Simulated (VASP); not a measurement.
Here is a VASP 6.6.1 calculation.

Contents of INCAR:

```
SYSTEM = Si7Ge
  PREC = Accurate
  ENCUT = 520
  EDIFF = 1E-6
  ISMEAR = 0
  SIGMA = 0.03
  LREAL = .False.
  LASPH = .True.
  NELM = 80
  ALGO = Normal
  ISIF = 2
  LWAVE = .False.
  LCHARG = .True.
  GGA = PS
  LELF = .True.
  LVHAR = .True.
  NBANDS = 31
```

Contents of KPOINTS:

```
Automatic mesh
0
Gamma
  8 8 8
  0 0 0
```

The input POSCAR:

```
Si7Ge
1.0
    5.2201970768      0.0000000000      0.0000000000
    0.0000000000      5.2201970768      0.0000000000
    0.0000000000      0.0000000000      5.0145213120
Si Ge
7 1
Direct
    0.2525986838      0.2525986838      0.2525986838
    0.0000000000      0.5000000000      0.5000000000
    0.5000000000      0.5000000000      0.0000000000
    0.5000000000      0.0000000000      0.5000000000
    0.7474013162      0.2525986838      0.7474013162
    0.7474013162      0.7474013162      0.2525986838
    0.2525986838      0.7474013162      0.7474013162
    0.0000000000      0.0000000000      0.0000000000
```

Potentials or basis: VASP PAW PBE potentials, release 64 (Si, Ge_d).

Launch:

```bash
$ cat potpaw_PBE.64/Si/POTCAR potpaw_PBE.64/Ge_d/POTCAR > POTCAR
$ mpirun -np 1 vasp_std > vasp.out
```

Q: What does it give for the band gap on the k mesh?

A: Zero (band 21 reaches 7.56 eV, above the bottom of band 22 at 7.39 eV).

Q: Predict the pressure.

A: 22.8 GPa.

Q: Estimate the largest force.

A: 0.031 eV/Å.

Forces on the atoms (eV/Å):
```
Si  -0.019 -0.019  0.015
Si   0.000  0.000  0.000
Si   0.000  0.000  0.000
Si   0.000  0.000  0.000
Si   0.019 -0.019 -0.015
Si   0.019  0.019  0.015
Si  -0.019  0.019 -0.015
Ge   0.000  0.000  0.000
```

Caveat: the PAW data sets were made with another functional, which shifts forces and pressure a little.
